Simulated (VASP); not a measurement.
Write the native input for VASP 6.6.1 that does the following.

```yaml
Task: single point
Functional: PBE
Potentials_or_basis: VASP PAW PBE potentials, release 64 (Pb_d, O)
Cutoff: 520 eV
k_mesh: 6 × 6 × 6
Occupations: gaussian, width 0.1 eV
Spin: no spin polarisation
Dipole_correction: no
Further_INCAR_settings: ALGO = Normal; EDIFF = 1e-06; NBANDS = 17
```

The structure of PbO lies in POSCAR:

```
PbO
1.0
    3.2142433274      0.0000000000      0.0000000000
    0.0000000000      3.2142433274      0.0000000000
    0.0000000000      0.0000000000      3.2142433274
Pb O
1 1
Direct
    0.5000000000      0.5000000000      0.5000000000
    0.0000000000      0.0000000000      0.0000000000
```

One way to write it, as run:

INCAR

```
SYSTEM = PbO
PREC     = Accurate       ! precision mode
ENCUT    = 520            ! plane-wave cutoff, eV
EDIFF    = 1E-6           ! SCF threshold, eV
ISMEAR   = 0              ! smearing method
SIGMA    = 0.1            ! smearing width, eV
LREAL    = .FALSE.        ! projectors in reciprocal space
LASPH    = .TRUE.         ! aspherical terms in the spheres
NELM     = 60             ! most SCF steps
ALGO     = Normal         ! electronic algorithm
ISIF     = 2              ! what is computed and relaxed
LWAVE    = .FALSE.        ! write WAVECAR
LCHARG   = .FALSE.        ! write CHGCAR
GGA      = PE             ! functional
NBANDS   = 17             ! bands
```

KPOINTS

```
Automatic mesh
0
G
  6 6 6
  0 0 0
```

Potentials or basis: VASP PAW PBE potentials, release 64 (Pb_d, O).

The run is started by

```bash
$ cat potpaw_PBE.64/Pb_d/POTCAR potpaw_PBE.64/O/POTCAR > POTCAR
$ mpirun -np 1 vasp_std > vasp.out
```

It gave:

```
Pressure               : -0.2 GPa
Band gap on the k mesh : 0.58 eV, indirect (least direct gap 0.70 eV)
```

Caveat: spin-orbit coupling is left out, which moves the levels of the heavy elements.

It took 5 s on 1 thread of AMD EPYC 9R45 96-Core Processor (Zen 5) (shared host), peak memory 0.11 GiB.
